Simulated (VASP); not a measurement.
# Li2BeGeTe4 (I-42m) in VASP: further runs, part 2 of 2

VASP 6.6.1.

**3. Single point, PBE**

This run uses another cell than the first one, of 28.14 Å³/atom.

Contents of INCAR:

```
  PREC = Accurate
  ENCUT = 520
  EDIFF = 1E-7
  ISMEAR = 0
  SIGMA = 0.01
  LREAL = F
  LASPH = T
  NELM = 100
  ALGO = Normal
  ISIF = 2
  LWAVE = F
  LCHARG = F
  GGA = PE
  NBANDS = 33
```

Contents of KPOINTS:

```
Automatic mesh
0
Gamma
  6 6 6
```

Contents of POSCAR:

```
Li2BeGeTe4
1.0
   -2.9407242444      2.9407242444      6.5083618486
    2.9407242444     -2.9407242444      6.5083618486
    2.9407242444      2.9407242444     -6.5083618486
Li Be Ge Te
2 1 1 4
Direct
    0.7500000000      0.2500000000      0.5000000000
    0.2500000000      0.7500000000      0.5000000000
    0.0000000000      0.0000000000      0.0000000000
    0.5000000000      0.5000000000      0.0000000000
    0.8784144638      0.8784144638      0.5246788895
    0.1215855362      0.6462644257      0.0000000000
    0.6462644257      0.1215855362      0.0000000000
    0.3537355743      0.3537355743      0.4753211105
```

Potentials or basis: VASP PAW PBE potentials, release 64 (Li_sv, Be, Ge_d, Te).

Started as:

```
$ cat potpaw_PBE.64/Li_sv/POTCAR potpaw_PBE.64/Be/POTCAR potpaw_PBE.64/Ge_d/POTCAR potpaw_PBE.64/Te/POTCAR > POTCAR
$ mpirun -np 1 vasp_std > vasp.out
```

OUTCAR:

```text
PREC = Accurate
   ENCUT = 520
   EDIFF = 1E-7
   ISMEAR = 0
   LREAL = F
   LASPH = T
   NELM = 100
   ISIF = 2
   GGA = PE

 ion  position               nearest neighbor table
   1  0.750  0.250  0.500-   8 2.72   6 2.72   7 2.72   5 2.72
   2  0.250  0.750  0.500-   8 2.72   7 2.72   6 2.72   5 2.72
   3  0.000  0.000  0.000-   5 2.49   6 2.49   7 2.49   8 2.49
   4  0.500  0.500  0.000-   5 2.65   6 2.65   7 2.65   8 2.65
   5  0.878  0.878  0.525-   3 2.49   4 2.65   1 2.72   2 2.72
   6  0.122  0.646  0.000-   3 2.49   4 2.65   1 2.72   2 2.72
   7  0.646  0.122  0.000-   3 2.49   4 2.65   2 2.72   1 2.72
   8  0.354  0.354  0.475-   3 2.49   4 2.65   2 2.72   1 2.72

  LATTYP: Found a body centered tetragonal cell.
 ALAT       =     5.8814484888
 C/A-ratio  =     2.2131833207

  Lattice vectors:

 A1 = (  -2.9407242444,   2.9407242444,   6.5083618486)
 A2 = (   2.9407242444,  -2.9407242444,   6.5083618486)
 A3 = (   2.9407242444,   2.9407242444,  -6.5083618486)

Analysis of symmetry for initial positions (statically):
=====================================================================
 Subroutine PRICEL returns:
 Original cell was already a primitive cell.

 Routine SETGRP: Setting up the symmetry group for a
 body centered tetragonal supercell.

 Subroutine GETGRP returns: Found  8 space group operations
 (whereof  8 operations were pure point group operations)
 out of a pool of 16 trial point group operations.

The static configuration has the point symmetry D_2d.

Analysis of symmetry for dynamics (positions and initial velocities):
=====================================================================
 Subroutine PRICEL returns:
 Original cell was already a primitive cell.

 Routine SETGRP: Setting up the symmetry group for a
 body centered tetragonal supercell.

[... 139 lines left out ...]
  Thomas-Fermi vector in A             =   2.093844
   LORBIT       =      0    0 simple, 1 ext, 2 COOP (PROOUT), +10 PAW based schemes
   GGA     = PE    functional components
   LHFCALC =     F    Hartree Fock is set to
   AEXX    =    0.0000 exact exchange contribution
   IVDW    =     0    specifies the selected vdW correction
   LEPSILON=     F    determine dielectric tensor
   LRPA    =     F    only Hartree local field effects (RPA)
 non-spin polarized calculation
 Gauss-broadening in eV      SIGMA  =   0.01
  energy-cutoff  :      520.00
  volume of cell :      225.13
 maximum number of plane-waves:      6105
 NGX is ok and might be reduce to    60
   NGX = 29   NGY = 29   NGZ = 29

 number of electron      46.0000005 magnetization

 Free energy of the ion-electron system (eV)
  ---------------------------------------------------
  ext. energy  EPLUGINS =         0.00000000
  ---------------------------------------------------
  free energy    TOTEN  =       -28.24632758 eV

  energy without entropy =      -28.24632758  energy(sigma->0) =      -28.24632758

 E-fermi :   3.4934     XC(G=0):  -8.3047

 val. band max:        3.4251698114   @ k =  -0.1667   0.1667   0.0000
 cond. band min:       3.5467420101   @ k =   0.5000   0.5000  -0.0000
 fundamental gap:      0.1215721987
 Fermi energy:         3.4934190161

 k-point     1 :       0.0000    0.0000    0.0000
  band No.  band energies     occupation
      1     -42.0734      2.00000
      2     -42.0730      2.00000
      3     -21.7356      2.00000
      4     -21.7356      2.00000
      5     -21.7262      2.00000
      6     -21.7240      2.00000
[... 853 lines left out ...]
     32       8.6869      0.00000
     33       9.0160      0.00000

 [... further k-points ...]

------------------------ aborting loop because EDIFF is reached ----------------------------------------

  FORCE on cell =-STRESS in cart. coord.  units (eV):
  Direction    XX          YY          ZZ          XY          YZ          ZX
  --------------------------------------------------------------------------------------
  -------------------------------------------------------------------------------------
  Total        0.0373970      0.0373970      0.1018943      0.0000000     -0.0000000      0.0000000
  in kB        0.2661383      0.2661383      0.7251374      0.0000000     -0.0000000      0.0000000
  external PRESSURE =       0.4191380 kB  Pullay stress =       0.0000000 kB

 VOLUME and BASIS-vectors are now :
 -----------------------------------------------------------------------------
  energy-cutoff  :      520.00
  volume of cell :      225.13
      direct lattice vectors                 reciprocal lattice vectors
    -2.940724244  2.940724244  6.508361849     0.000000000  0.170026143  0.076824247
     2.940724244 -2.940724244  6.508361849     0.170026143  0.000000000  0.076824247
     2.940724244  2.940724244 -6.508361849     0.170026143  0.170026143  0.000000000

 POSITION                                       TOTAL-FORCE (eV/Angst)
 -----------------------------------------------------------------------------------
      0.00000      2.94072      3.25418         0.000000      0.000000     -0.000000
      2.94072      0.00000      3.25418         0.000000      0.000000      0.000000
      0.00000      0.00000      0.00000        -0.000000     -0.000000      0.000000
      0.00000      0.00000      6.50836         0.000000      0.000000      0.000000
      1.54294      1.54294      8.01928        -0.001957     -0.001957      0.010055
      1.54294     -1.54294      4.99745        -0.001957      0.001957     -0.010055
     -1.54294      1.54294      4.99745         0.001957     -0.001957     -0.010055
      1.39779      1.39779      1.51092         0.001957      0.001957      0.010055
 -----------------------------------------------------------------------------------
    total drift:                                0.000001      0.000001     -0.000000

  FREE ENERGIE OF THE ION-ELECTRON SYSTEM (eV)
  ---------------------------------------------------
  free  energy   TOTEN  =       -28.2463275769 eV

  energy  without entropy=      -28.2463275769  energy(sigma->0) =      -28.24632758
```

It took 4.2 min on 1 thread of AMD EPYC 9R45 (Zen 5), shared host; peak memory 0.59 GiB.

Results:

| Property | Result |
| --- | --- |
| Free energy | -28.2463 eV |
| Largest force | 0.010 eV/Å |
| Band gap on the k mesh | 0.12 eV (least direct gap 0.19 eV) |

Forces in eV/Å, atoms in the order of the input:
```
Li   0.000  0.000  0.000
Li   0.000  0.000  0.000
Be   0.000  0.000  0.000
Ge   0.000  0.000  0.000
Te  -0.002 -0.002  0.010
Te  -0.002  0.002 -0.010
Te   0.002 -0.002 -0.010
Te   0.002  0.002  0.010
```

Caveat: the cutoff is under 1.25 times the usual one of these potentials, so pressure, stress and relaxed cells hold a basis-set (Pulay) error; semilocal functionals underestimate gaps, and a narrow one can read as zero; spin-orbit coupling is left out, which moves the levels of the heavy elements. A k mesh can miss the band edges.
